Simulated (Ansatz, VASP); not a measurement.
## NbSi: VASP beside Ansatz

File INCAR:

```
PREC = Accurate
ENCUT = 520
EDIFF = 1E-6
ISMEAR = -1
SIGMA = 0.1
LREAL = False
LASPH = True
NELM = 80
ALGO = Normal
ISIF = 2
LWAVE = False
LCHARG = True
GGA = CA
LELF = True
LVHAR = True
NBANDS = 16
```

File KPOINTS:

```
Automatic mesh
0
Gamma
  14 14 14
```

Contents of POSCAR:

```
NbSi
1.0
    2.6230726146      0.0000000000      0.0000000000
    0.0000000000      2.6230726146      0.0000000000
    0.0000000000      0.0000000000      2.6230726146
Nb Si
1 1
Direct
    0.0000000000      0.0000000000      0.0000000000
    0.5000000000      0.5000000000      0.5000000000
```

Input for Ansatz:

```yaml
crystal:
  lattice:
    - [2.6230726146, 0.0, 0.0]
    - [0.0, 2.6230726146, 0.0]
    - [0.0, 0.0, 2.6230726146]
  atoms:
    - { symbol: Nb, position: [0.0, 0.0, 0.0] }
    - { symbol: Si, position: [0.5, 0.5, 0.5] }
kpoints:
  mp_grid: { grid: [14, 14, 14] }
scf:
  occupations: { method: fermi_dirac, width: 0.1 }
hamiltonian:
  xc: lda
  pseudopotentials: { kind: all_electron, lapw: { basis_error: 0.001 } }
output:
  forces: true
  stress: true
  eigenvalues: true
  populations: true
```

Change from the starting cell: volume scaled by 0.6, LAPW.

Alike in both runs: task single point; functional LDA; k mesh 14 × 14 × 14; occupations fermi-dirac, width 0.1 eV; no spin polarisation.

```csv
,VASP,Ansatz
version,VASP 6.6.1,Ansatz 0.2.0
potentials or method,"VASP PAW LDA potentials, release 64 (Nb_sv, Si), cutoff 520 eV","all-electron LAPW, scalar-relativistic"
```

|  | VASP | Ansatz | Ansatz less VASP |
| --- | --- | --- | --- |
| pressure (GPa) | 261.6 | 260.2 | -1.34 |

LDA's correlation is that of Perdew and Zunger in VASP and of Perdew and Wang (1992) in Ansatz. Both programs put the cell under a high pressure, so it lies far from rest at this level. Ansatz ran all-electron here, and VASP with PAW potentials.

Noted on VASP's run: the cell as given lies far from equilibrium.
